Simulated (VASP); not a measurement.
# Ta8C in VASP: single point with PBEsol

Aim: the single point of Ta8C with PBEsol.

All numbers are computed with VASP 6.6.1; they aren't measurements. Logs are shortened: lines on timing, memory, paths and dates and some standing lists are left out, and cuts for length are marked.

## Step 1: The cell of the first run

The cell holds a slab with vacuum, 9 atoms: a = 4.639 Å, b = 4.639 Å, c = 25.629 Å, α = 90.00°, β = 90.00°, γ = 120.00°.

## Step 2: Single point, PBEsol

Contents of INCAR:

```
SYSTEM = Ta8C
ALGO = Normal
DIPOL = 0.5 0.5 0.480
EDIFF = 1E-7
ENCUT = 520
GGA = PS
IDIPOL = 3
ISIF = 2
ISMEAR = 0
LASPH = .TRUE.
LCHARG = .FALSE.
LDIPOL = .TRUE.
LREAL = .FALSE.
LWAVE = .FALSE.
NBANDS = 56
NELM = 100
PREC = Accurate
SIGMA = 0.1
```

Contents of KPOINTS:

```
k-points
0
G
  6 6 1
  0 0 0
```

Contents of POSCAR:

```
Ta8C
1.0
    4.6393552032      0.0000000000      0.0000000000
   -2.3196776016      4.0177994632      0.0000000000
    0.0000000000      0.0000000000     25.6290309070
Ta C
8 1
Direct
    0.6666666667      0.3333333333      0.3316551465
    0.3333333333      0.6666666667      0.3686056039
    0.0000000000      0.0000000000      0.4055560613
    0.6666666667      0.3333333333      0.4425065188
    0.3333333333      0.6666666667      0.4740103132
    0.0000000000      0.0000000000      0.5174739688
    0.6666666667      0.3333333333      0.5592904560
    0.3333333333      0.6666666667      0.5744221064
    0.3333333333      0.6666666667      0.6476383682
```

Potentials or basis: VASP PAW PBE potentials, release 64 (Ta_pv, C).

The run is started by

```
> cat potpaw_PBE.64/Ta_pv/POTCAR potpaw_PBE.64/C/POTCAR > POTCAR
> mpirun -np 1 vasp_std > vasp.out
```

OUTCAR:

```text
SYSTEM = Ta8C
   EDIFF = 1E-7
   ENCUT = 520
   GGA = PS
   ISIF = 2
   ISMEAR = 0
   LASPH = .TRUE.
   LREAL = .FALSE.
   NELM = 100
   PREC = Accurate

 ion  position               nearest neighbor table
   1  0.667  0.333  0.332-   2 2.84   2 2.84   2 2.84   4 2.84   3 3.28   3 3.28   3 3.28
   2  0.333  0.667  0.369-   5 2.70   3 2.84   1 2.84   1 2.84   3 2.84   3 2.84   1 2.84   4 3.28
                             4 3.28   4 3.28
   3  0.000  0.000  0.406-   2 2.84   2 2.84   2 2.84   4 2.84   4 2.84   4 2.84   6 2.87   5 3.20
                             5 3.20   5 3.20   1 3.28   1 3.28   1 3.28
   4  0.667  0.333  0.443-   5 2.80   5 2.80   5 2.80   3 2.84   3 2.84   3 2.84   1 2.84   7 2.99
                             2 3.28   2 3.28   2 3.28   6 3.30   6 3.30   6 3.30
   5  0.333  0.667  0.474-   8 2.57   2 2.70   4 2.80   4 2.80   4 2.80   6 2.90   6 2.90   6 2.90
                             3 3.20   3 3.20   3 3.20   7 3.46   7 3.46   7 3.46
   6  0.000  0.000  0.517-   3 2.87   7 2.88   7 2.88   7 2.88   5 2.90   5 2.90   5 2.90   8 3.05
                             8 3.05   8 3.05   4 3.30   4 3.30   4 3.30
   7  0.667  0.333  0.559-   8 2.71   8 2.71   8 2.71   6 2.88   6 2.88   6 2.88   4 2.99   5 3.46
                             5 3.46   5 3.46
   8  0.333  0.667  0.574-   9 1.88   5 2.57   7 2.71   7 2.71   7 2.71   6 3.05   6 3.05   6 3.05

   9  0.333  0.667  0.648-   8 1.88

  LATTYP: Found a hexagonal cell.
 ALAT       =     4.6393552032
 C/A-ratio  =     5.5242657189

  Lattice vectors:

 A1 = (   4.6393552032,   0.0000000000,   0.0000000000)
 A2 = (  -2.3196776016,   4.0177994632,   0.0000000000)
 A3 = (   0.0000000000,   0.0000000000,  25.6290309070)

Analysis of symmetry for initial positions (statically):
=====================================================================
 Subroutine PRICEL returns:
 Original cell was already a primitive cell.

 Routine SETGRP: Setting up the symmetry group for a
 hexagonal supercell.

 Subroutine GETGRP returns: Found  6 space group operations
 (whereof  6 operations were pure point group operations)
 out of a pool of 24 trial point group operations.

The static configuration has the point symmetry C_3v.

Analysis of symmetry for dynamics (positions and initial velocities):
=====================================================================
 Subroutine PRICEL returns:
 Original cell was already a primitive cell.

 Routine SETGRP: Setting up the symmetry group for a
 hexagonal supercell.

 Subroutine GETGRP returns: Found  6 space group operations
 (whereof  6 operations were pure point group operations)
 out of a pool of 24 trial point group operations.

The dynamic configuration has the point symmetry C_3v.

 Subroutine INISYM returns: Found  6 space group operations
 (whereof  6 operations are pure point group operations),
 and found     1 'primitive' translations

----------------------------------------------------------------------------------------

                                     Primitive cell

  volume of cell :     477.7251

  direct lattice vectors                    reciprocal lattice vectors
     4.639355203  0.000000000  0.000000000     0.215547195  0.124446231  0.000000000
    -2.319677602  4.017799463  0.000000000     0.000000000  0.248892462  0.000000000
     0.000000000  0.000000000 25.629030907     0.000000000  0.000000000  0.039018253

  length of vectors
     4.639355203  4.639355203 25.629030907     0.248892462  0.248892462  0.039018253

  position of ions in fractional coordinates (direct lattice)
     0.666666667  0.333333333  0.331655146
     0.333333333  0.666666667  0.368605604
     0.000000000  0.000000000  0.405556061
     0.666666667  0.333333333  0.442506519
     0.333333333  0.666666667  0.474010313
     0.000000000  0.000000000  0.517473969
     0.666666667  0.333333333  0.559290456
     0.333333333  0.666666667  0.574422106
     0.333333333  0.666666667  0.647638368

  ion indices of the primitive-cell ions
   primitive index   ion index
                 1           1
                 2           2
                 3           3
                 4           4
                 5           5
                 6           6
                 7           7
                 8           8
                 9           9

----------------------------------------------------------------------------------------

 KPOINTS: k-points

Automatic generation of k-mesh.
 Grid dimensions read from file:
 generate k-points for:    6    6    1

 Generating k-lattice:

  Cartesian coordinates                     Fractional coordinates (reciprocal lattice)
     0.035924532  0.020741038  0.000000000     0.166666667 -0.000000000  0.000000000
     0.000000000  0.041482077  0.000000000     0.000000000  0.166666667  0.000000000
     0.000000000  0.000000000  0.039018253     0.000000000  0.000000000  1.000000000

  Length of vectors
     0.041482077  0.041482077  0.039018253

  Shift w.r.t. Gamma in fractional coordinates (k-lattice)
     0.000000000  0.000000000  0.000000000

 Subroutine IBZKPT returns following result:
 ===========================================

 Found      7 irreducible k-points:

 Following reciprocal coordinates:
            Coordinates               Weight
  0.000000  0.000000  0.000000      1.000000
  0.166667  0.000000  0.000000      6.000000
  0.333333  0.000000  0.000000      6.000000
  0.500000  0.000000  0.000000      3.000000
  0.166667  0.166667  0.000000      6.000000
  0.333333  0.166667  0.000000     12.000000
  0.333333  0.333333  0.000000      2.000000
   k-points           NKPTS =      7   k-points in BZ     NKDIM =      7   number of bands    NBANDS=     56
   number of dos      NEDOS =    301   number of ions     NIONS =      9
   total plane-waves  NPLWV = 248832
   dimension x,y,z NGX =    36 NGY =   36 NGZ =  192
   dimension x,y,z NGXF=    72 NGYF=   72 NGZF=  384
   ions per type =               8   1
   NGX,Y,Z   is equivalent  to a cutoff of  12.90, 12.90, 12.45 a.u.
   NGXF,Y,Z  is equivalent  to a cutoff of  25.80, 25.80, 24.91 a.u.
 SYSTEM =  Ta8C
   PREC   = accura    normal or accurate (medium, high low for compatibility)
   ISTART =      0    job   : 0-new  1-cont  2-samecut
   ICHARG =      2    charge: 1-file 2-atom 10-const
   ISPIN  =      1    spin polarized calculation?
   LNONCOLLINEAR =      F non collinear calculations
   LSORBIT =      F    spin-orbit coupling
   LASPH  =      T    aspherical Exc in radial PAW
   ENCUT  =  520.0 eV  38.22 Ry    6.18 a.u.   8.63  8.63 47.65*2*pi/ulx,y,z
   NELM   =    100;   NELMIN=  2; NELMDL= -5     # of ELM steps
   EDIFF  = 0.1E-06   stopping-criterion for ELM
   LREAL  =      F    real-space projection
   EDIFFG = 0.1E-05   stopping-criterion for IOM
   NSW    =      0    number of steps for IOM
   IBRION =     -1    ionic relax: 0-MD 1-quasi-New 2-CG
   NFREE  =      0    steps in history (QN), initial steepest desc. (CG)
   ISIF   =      2    stress and relaxation
   ISYM   =      2    0-nonsym 1-usesym 2-fastsym
   POTIM  = 0.5000    time-step for ionic-motion
   TEBEG  =    0.0;   TEEND  =   0.0 temperature during run
   PSTRESS=    0.0 pullay stress
   NELECT =      92.0000    total number of electrons
   NUPDOWN=      -1.0000    fix difference up-down
   EMIN   =  10.00;   EMAX   =-10.00  energy-range for DOS
   EFERMI =   0.00;   METHOD = LEGACY
   ISMEAR =     0;   SIGMA  =   0.10  broadening in eV -4-tet -1-fermi 0-gaus
   EFERMI_NEDOS =   21; number of points for ismear=-14 and -15
   IALGO  =     38    algorithm
   IMIX   =      4    mixing-type and parameters
     AMIX     =   0.40;   BMIX     =  1.00
     AMIX_MAG =   1.60;   BMIX_MAG =  1.00
  volume/ion in A,a.u.               =      53.08       358.21
  Fermi-wavevector in a.u.,A,eV,Ry     =   0.945391  1.786530 12.160397  0.893764
  Thomas-Fermi vector in A             =   2.073288
   LORBIT       =      0    0 simple, 1 ext, 2 COOP (PROOUT), +10 PAW based schemes
   GGA     = PS    functional components
   LHFCALC =     F    Hartree Fock is set to
   AEXX    =    0.0000 exact exchange contribution
   IVDW    =     0    specifies the selected vdW correction
   LEPSILON=     F    determine dielectric tensor
   LRPA    =     F    only Hartree local field effects (RPA)
 non-spin polarized calculation
 Gauss-broadening in eV      SIGMA  =   0.10
  energy-cutoff  :      520.00
  volume of cell :      477.73
 maximum number of plane-waves:     12897
 NGX is ok and might be reduce to    36
   NGX = 17   NGY = 17   NGZ = 95

 dipolmoment           0.000000      0.000000     -0.215343 electrons x Angstroem

 number of electron      92.0000010 magnetization

 dipolmoment           0.000000      0.000000      0.321021 electrons x Angstroem

 Free energy of the ion-electron system (eV)
  ---------------------------------------------------
  ext. energy  EPLUGINS =         0.00000000
  ---------------------------------------------------
  free energy    TOTEN  =       -97.99938906 eV

  energy without entropy =      -97.93754857  energy(sigma->0) =      -97.96846881

 E-fermi :  -1.6686     XC(G=0):  -4.9169

 val. band max:       -1.6921486254   @ k =   0.3333   0.3333   0.0000
 cond. band min:      -1.6462570905   @ k =   0.1667   0.1667   0.0000
 fundamental gap:      0.0458915349
 Fermi energy:        -1.6685623815

 k-point     1 :       0.0000    0.0000    0.0000
  band No.  band energies     occupation
      1     -36.2989      2.00000
      2     -36.0554      2.00000
      3     -36.0554      2.00000
      4     -35.9798      2.00000
      5     -35.9597      2.00000
      6     -35.9597      2.00000
[... 48 lines left out ...]
     55       0.7115      0.00000
     56       1.4734      0.00000

 k-point     2 :       0.1667    0.0000    0.0000
  band No.  band energies     occupation
      1     -36.3068      2.00000
      2     -36.0788      2.00000
      3     -36.0622      2.00000
      4     -36.0189      2.00000
      5     -36.0188      2.00000
      6     -35.9573      2.00000
[... 48 lines left out ...]
     55       0.5839      0.00000
     56       1.0613      0.00000

 k-point     3 :       0.3333    0.0000    0.0000
  band No.  band energies     occupation
      1     -36.3252      2.00000
      2     -36.1369      2.00000
      3     -36.0887      2.00000
      4     -36.0841      2.00000
      5     -36.0469      2.00000
      6     -35.9272      2.00000
[... 48 lines left out ...]
     55       0.5757      0.00000
     56       0.6570      0.00000

 k-point     4 :       0.5000    0.0000    0.0000
  band No.  band energies     occupation
      1     -36.3355      2.00000
      2     -36.1689      2.00000
      3     -36.1112      2.00000
      4     -36.1055      2.00000
      5     -36.0389      2.00000
      6     -35.9281      2.00000
[... 48 lines left out ...]
     55       0.5852      0.00000
     56       0.9375      0.00000

 k-point     5 :       0.1667    0.1667    0.0000
  band No.  band energies     occupation
      1     -36.3208      2.00000
      2     -36.1020      2.00000
      3     -36.0929      2.00000
      4     -36.0578      2.00000
      5     -36.0031      2.00000
      6     -35.9941      2.00000
[... 48 lines left out ...]
     55       0.5164      0.00000
     56       0.6445      0.00000

 k-point     6 :       0.3333    0.1667    0.0000
  band No.  band energies     occupation
      1     -36.3362      2.00000
      2     -36.1281      2.00000
      3     -36.1109      2.00000
      4     -36.0703      2.00000
      5     -36.0350      2.00000
      6     -35.9748      2.00000
[... 48 lines left out ...]
     55       0.2839      0.00000
     56       0.7740      0.00000

 k-point     7 :       0.3333    0.3333    0.0000
  band No.  band energies     occupation
      1     -36.3418      2.00000
      2     -36.1157      2.00000
      3     -36.0830      2.00000
      4     -36.0685      2.00000
      5     -36.0230      2.00000
      6     -36.0167      2.00000
[... 48 lines left out ...]
     55      -0.0021      0.00000
     56       0.4997      0.00000

------------------------ aborting loop because EDIFF is reached ----------------------------------------

 vacuum level on the upper side and lower side of the slab       (xc-potential included)         1.518        -1.533

  FORCE on cell =-STRESS in cart. coord.  units (eV):
  Direction    XX          YY          ZZ          XY          YZ          ZX
  --------------------------------------------------------------------------------------
  -------------------------------------------------------------------------------------
  Total       -5.2378382     -5.2378382     -3.7308774      0.0000000     -0.0000000      0.0000000
  in kB      -17.5664738    -17.5664738    -12.5124827      0.0000000     -0.0000000      0.0000000
  external PRESSURE =     -15.8818101 kB  Pullay stress =       0.0000000 kB

 VOLUME and BASIS-vectors are now :
 -----------------------------------------------------------------------------
  energy-cutoff  :      520.00
  volume of cell :      477.73
      direct lattice vectors                 reciprocal lattice vectors
     4.639355203  0.000000000  0.000000000     0.215547195  0.124446231  0.000000000
    -2.319677602  4.017799463  0.000000000     0.000000000  0.248892462  0.000000000
     0.000000000  0.000000000 25.629030907     0.000000000  0.000000000  0.039018253

 POSITION                                       TOTAL-FORCE (eV/Angst)
 -----------------------------------------------------------------------------------
      2.31968      1.33927      8.50000        -0.000000      0.000000      2.070548
     -0.00000      2.67853      9.44700        -0.000000      0.000000     -0.300590
      0.00000      0.00000     10.39401         0.000000      0.000000     -1.337154
      2.31968      1.33927     11.34101        -0.000000      0.000000     -0.457433
     -0.00000      2.67853     12.14842         0.000000     -0.000000     -0.010652
      0.00000      0.00000     13.26236         0.000000      0.000000     -0.001438
      2.31968      1.33927     14.33407        -0.000000      0.000000      0.004854
     -0.00000      2.67853     14.72188         0.000000     -0.000000     -0.095136
     -0.00000      2.67853     16.59834         0.000000      0.000000      0.127001
 -----------------------------------------------------------------------------------
    total drift:                                0.000000      0.000000     -0.000658

  FREE ENERGIE OF THE ION-ELECTRON SYSTEM (eV)
  ---------------------------------------------------
  free  energy   TOTEN  =       -97.9993890553 eV

  energy  without entropy=      -97.9375485650  energy(sigma->0) =      -97.96846881

 vacuum level on the upper side and lower side of the slab         4.951         1.834
```

Wall time 6.3 min (1 thread of Intel Xeon 6975P-C (Granite Rapids), shared host); peak memory 0.61 GiB.

Results:

| Property | Result |
| --- | --- |
| Free energy | -97.9994 eV |
| Largest force | 2.071 eV/Å |
| Band gap on the k mesh | zero (bands 46 and 47 overlap by 0.07 eV) |

Forces in eV/Å, atoms in the order of the input:
```
Ta   0.000  0.000  2.071
Ta   0.000  0.000 -0.301
Ta   0.000  0.000 -1.337
Ta   0.000  0.000 -0.457
Ta   0.000  0.000 -0.011
Ta   0.000  0.000 -0.001
Ta   0.000  0.000  0.005
Ta   0.000  0.000 -0.095
C    0.000  0.000  0.127
```

Levels at points of the mesh, in eV from the Fermi level:
| k point | band 43 | band 44 | band 45 | band 46 | band 47 | band 48 | band 49 | band 50 |
| --- | --- | --- | --- | --- | --- | --- | --- | --- |
| (0.00, 0.00, 0.00) | -0.63 | -0.26 | -0.19 | -0.19 | 0.07 | 0.07 | 0.19 | 0.60 |
| (0.50, 0.00, 0.00) | -0.88 | -0.73 | -0.46 | -0.31 | 0.07 | 0.31 | 0.42 | 0.95 |

Caveat: the PAW data sets were made with another functional, which shifts forces and pressure a little; spin-orbit coupling is left out, which moves the levels of the heavy elements.

The gap in the log of VASP goes by the Fermi energy; the results here count the filled bands.